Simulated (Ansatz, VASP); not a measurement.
# Si5PdW2 in VASP and in Ansatz

```xyz
8
Lattice="3.2458 0.0000 0.0000 0.0000 3.2458 0.0000 0.0000 0.0000 10.6919" Properties=species:S:1:pos:R:3 pbc="T T T"
Si    1.6229    1.6229    9.3830
Si    0.0000    0.0000    8.0137
Si    1.6229    1.6229    1.3089
Si    0.0000    0.0000    2.6782
Si    0.0000    0.0000    5.3459
Pd    0.0000    0.0000    0.0000
W     1.6229    1.6229    6.8621
W     1.6229    1.6229    3.8298
```

Alike in both runs: functional PBE; k mesh 10 × 10 × 4; occupations gaussian, width 0.1 eV; no spin polarisation.

Ansatz relaxed the structure, and its values are those at the end. VASP's run is a single point on that final structure, the one shown.

```csv
,VASP,Ansatz
version,VASP 6.6.1,Ansatz 0.2.0
potentials or method,"VASP PAW PBE potentials, release 64 (Si, Pd, W_sv), cutoff 520 eV","scalar-relativistic, plane waves, PAW"
valence electrons in the cell,58,66
```

Ansatz gave:

- gap on the k mesh at the Fermi level (eV): none
- pressure (GPa): 0.0
- rms of the force components (eV/Å): 0.000

Estimate VASP's values.

gap on the k mesh at the Fermi level (eV): none; pressure (GPa): 0.0; rms of the force components (eV/Å): 0.005.

A gap of «none» marks a metal or a gap that the smearing closes. VASP's potentials hold 58 valence electrons a cell and Ansatz's 66, so a difference there can come from the potentials and not from the codes.

Neither program's run includes spin-orbit coupling.
